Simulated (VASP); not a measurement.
Li4Al2Mo, 7 atoms in the cell. The structure is tetragonal, space group P4/mmm (No. 123). The conventional cell has a = 5.359 Å, b = 5.359 Å, c = 4.900 Å, α = 90.00°, β = 90.00°, γ = 90.00°. Li (site symmetry m2m) has 3 Li at 2.21 to 2.22 Å and 2 Al at 2.69 Å and 2 Mo at 2.91 Å within 3.0 Å. Within 3.5 Å of Al (site symmetry mmm) lie 2 Mo at 2.68 Å and 4 Li at 2.69 Å. Mo (site symmetry 4/mmm) has 4 Al at 2.68 Å and 8 Li at 2.91 Å within 3.5 Å. The cell was generated, and may not be a known phase.

| Property | Result |
| --- | --- |
| Program | VASP 6.6.1 |
| Task | single point |
| Functional | PBE |
| Potentials or basis | VASP PAW PBE potentials, release 64 (Li_sv, Al, Mo_sv) |
| Cutoff | 520 eV |
| k mesh | 4 × 4 × 4 |
| Occupations | gaussian, width 0.1 eV |
| Spin | collinear spin |
| Starting moments | [0.0, 0.0, 0.0, 0.0, 0.0, 0.0, 1.0] μB |
| Dipole correction | no |
| Further INCAR settings | ALGO = Fast; EDIFF = 1e-06; NBANDS = 29 |

Potentials or basis: VASP PAW PBE potentials, release 64 (Li_sv, Al, Mo_sv).

Command:

```sh
$ cat potpaw_PBE.64/Li_sv/POTCAR potpaw_PBE.64/Al/POTCAR potpaw_PBE.64/Mo_sv/POTCAR > POTCAR
$ mpirun -np 1 vasp_std > vasp.out
```

Hardware: 1 thread of AMD EPYC 9R45 96-Core Processor (Zen 5) (shared host).

Question: How long does it take, and how much memory?

Answer: Wall time 2.4 min on 1 thread of AMD EPYC 9R45 96-Core Processor (Zen 5), with other jobs on the host, peak memory 0.3 GiB. Counts: scf iterations 21, k points 18.
